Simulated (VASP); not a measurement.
A run of VASP 6.6.1:

POSCAR

```
PbAu2
1.0
    0.0000000000      4.0480299900      4.0480299900
    4.0480299900      0.0000000000      4.0480299900
    4.0480299900      4.0480299900      0.0000000000
Pb Au
2 4
Direct
    0.0000000000      0.0000000000      0.0000000000
    0.2500000000      0.2500000000      0.2500000000
    0.6250000000      0.6250000000      0.6250000000
    0.1250000000      0.6250000000      0.6250000000
    0.6250000000      0.6250000000      0.1250000000
    0.6250000000      0.1250000000      0.6250000000
```

INCAR.step1

```
SYSTEM = PbAu2
PREC = Accurate ; ENCUT = 520
ISMEAR = -1 ; SIGMA = 0.1
LREAL = .FALSE. ; LASPH = .TRUE.
NELM = 80 ; NBANDS = 45
GGA = PE ; ALGO = Normal
EDIFF = 1E-4 ; LWAVE = .TRUE.
LCHARG = .FALSE.
```

The input INCAR.step2:

```
SYSTEM = PbAu2
PREC = Accurate ; ENCUT = 520
EDIFF = 1E-7 ; ISMEAR = -1
SIGMA = 0.1 ; LREAL = .FALSE.
LASPH = .TRUE. ; NELM = 80
ALGO = Normal ; ISIF = 2
LWAVE = .FALSE. ; LCHARG = .TRUE.
METAGGA = R2SCAN ; LMIXTAU = .TRUE.
LELF = .TRUE. ; LVHAR = .TRUE.
NBANDS = 45 ; ISTART = 1
```

The input KPOINTS:

```
Automatic mesh
0
G
  7 7 7
  0 0 0
```

Potentials or basis: VASP PAW PBE potentials, release 64 (Pb_d, Au).

Launch:

```console
$ cat potpaw_PBE.64/Pb_d/POTCAR potpaw_PBE.64/Au/POTCAR > POTCAR
$ cp INCAR.step1 INCAR
$ mpirun -np 1 vasp_std > vasp.out
$ cp INCAR.step2 INCAR
$ mpirun -np 1 vasp_std > vasp.out
```

Hardware: 1 thread of Intel(R) Xeon(R) Platinum 8259CL CPU @ 2.50GHz (Skylake/Cascade Lake), on a shared host.

Q: Estimate the wall time of this run.

A: Wall time 10 min on 1 thread of Intel(R) Xeon(R) Platinum 8259CL CPU @ 2.50GHz (Skylake/Cascade Lake), with other jobs on the host, peak memory 0.4 GiB. Counts: k points 20.
